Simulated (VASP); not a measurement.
The system is BN.

```
B N
1.0
     2.53600    0.00000    0.00000
    -1.26800    2.19624    0.00000
     0.00000    0.00000    4.19900
B N
2 2
Cartesian
  1.2680 0.7321 0.0000
  0.0000 1.4642 2.0995
  1.2680 0.7321 1.5746
  0.0000 1.4642 3.6741
```

| Item | Value |
| --- | --- |
| Program | VASP 6.6.1 |
| Task | relaxation of cell and atoms |
| Functional | PBE |
| Potentials or basis | VASP PAW PBE potentials, release 64 (B, N) |
| Cutoff | 600 eV |
| k mesh | 12 × 12 × 6 |
| Occupations | fermi-dirac, width 0.02 eV |
| Spin | no spin polarisation |

At the start: pressure 8.0 GPa; volume 5.85 Å³/atom.

**Question.** How do energy, volume and symmetry change on relaxing?

**Answer.** Over 7 steps the energy falls by 3.0 meV/atom and the volume is 5.97 Å³/atom (+2.1 %); space group P6_3mc (No. 186, to 0.05 Å).

Step by step:
```
step  energy change (eV)  largest force (eV/Å)  pressure (GPa)  volume (Å³)
   1              0.0000                0.0579            7.99        23.39
   2              0.0010                0.1021           -7.70        24.39
   3             -0.0120                0.0247            0.03        23.87
   4             -0.0120                0.0232            0.16        23.86
   5             -0.0120                0.0240            0.08        23.87
   6             -0.0121                0.0017            0.12        23.87
   7             -0.0121                0.0010           -0.07        23.88
```

Final structure:
```
B N
1.0
     2.55470    0.00000    0.00000
    -1.27735    2.21243    0.00000
     0.00000    0.00000    4.22454
B N
2 2
Direct
  0.66667 0.33333 0.00020
  0.33333 0.66667 0.50020
  0.66667 0.33333 0.37480
  0.33333 0.66667 0.87480
```
